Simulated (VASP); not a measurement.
Write the native input for VASP 6.6.1 that does the following.

```yaml
Task: single point
Functional: PBE
Potentials_or_basis: VASP PAW PBE potentials, release 64 (Ni, O)
Cutoff: 520 eV
k_mesh: 20 × 20 × 20
Occupations: gaussian, width 0.15 eV
Spin: collinear spin, ferromagnetic start
Starting_moments: "[1.61, 0.33] μB"
Dipole_correction: no
Further_INCAR_settings: ALGO = Normal; EDIFF = 1e-07; NBANDS = 19
```

The structure of NiO lies in POSCAR:

```
NiO
1.0
    0.0000000000      1.9867445000      2.0390272500
    1.9867445000      0.0000000000      2.0390272500
    1.9867445000      1.9867445000      0.0000000000
Ni O
1 1
Direct
    0.0000000000      0.0000000000      0.0000000000
    0.5000000000      0.5000000000      0.5000000000
```

This cell differs from its parent crystal: strain -0.050 along x and y, -0.025 along z.

These files were run (other wordings do the same):

INCAR

```
SYSTEM = NiO
PREC = Accurate
ENCUT = 520
EDIFF = 1E-7
ISMEAR = 0
SIGMA = 0.15
LREAL = .FALSE.
LASPH = .TRUE.
NELM = 150
ALGO = Normal
ISIF = 2
LWAVE = .FALSE.
LCHARG = .TRUE.
ISPIN = 2
MAGMOM = 1.61 0.33
LORBIT = 11
LMAXMIX = 4
GGA = PE
LELF = .TRUE.
LVHAR = .TRUE.
NBANDS = 19
```

KPOINTS

```
regular mesh
0
G
  20 20 20
  0 0 0
```

Potentials or basis: VASP PAW PBE potentials, release 64 (Ni, O).

Command:

```console
$ cat potpaw_PBE.64/Ni/POTCAR potpaw_PBE.64/O/POTCAR > POTCAR
$ mpirun -np 1 vasp_std > vasp.out
```

Results of the run:

* Pressure: 34.1 GPa
* Net moment: 1.15 μB per cell
* Site moments: Ni +0.97; O +0.15 μB
* Valence electrons inside the program's atomic spheres: Ni 9.28; O 5.03

Caveat: the cell differs from its parent crystal (strain -0.050 along x and y, -0.025 along z); a cell with one magnetic atom can't hold antiferromagnetic order, which such compounds often take.

Run time: 17 min on 1 thread of Oxide Virtual Turin-like Processor (shared host), peak memory 0.36 GiB.
